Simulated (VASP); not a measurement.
Runs of VASP 6.6.1 on TiO. The structure is that of space group P-6m2 (No. 187), or close to it. The cells are those of the table. 

| cell | gap on the mesh (eV) | pressure (GPa) |
| --- | --- | --- |
| a = 2.936, b = 2.936, c = 3.450 Å, angles 90.0, 90.0, 120.0°, 2 atoms | 0.07 | (a) |
| a = 3.116, b = 3.116, c = 3.063 Å, angles 90.0, 90.0, 120.0°, 2 atoms | none | (b) |
| a = 2.777, b = 2.777, c = 3.857 Å, angles 90.0, 90.0, 120.0°, 2 atoms | none | -33.3 |
| a = 3.200, b = 3.200, c = 2.905 Å, angles 90.0, 90.0, 120.0°, 2 atoms | none | -37.3 |
| a = 3.073, b = 3.073, c = 3.151 Å, angles 90.0, 90.0, 120.0°, 2 atoms | none | (c) |
| a = 3.265, b = 3.265, c = 2.790 Å, angles 90.0, 90.0, 120.0°, 2 atoms | none | -35.2 |
| a = 2.852, b = 2.852, c = 3.656 Å, angles 90.0, 90.0, 120.0°, 2 atoms | none | -36.5 |
| a = 2.982, b = 2.982, c = 3.345 Å, angles 90.0, 90.0, 120.0°, 2 atoms | 0.21 | -39.0 |

Alike in all rows: task single point; level r2SCAN; potentials or basis VASP PAW PBE potentials, release 64 (Ti_sv, O); no spin polarisation; k mesh 12 × 12 × 12; cutoff (eV) 520; smearing gaussian 0.03 eV.

Task: Fill in the values left out.

Result: (a) -38.5; (b) -38.8; (c) -39.1.

Caveats: the cell stands under tension; the PAW data sets were made with another functional, which shifts forces and pressure a little; semilocal functionals often make such compounds metallic where correlation or magnetic order opens a gap, which also shifts bond lengths (at least some runs).

A k mesh can miss the band edges.

A gap of «none» marks levels without a gap at the run's occupations.
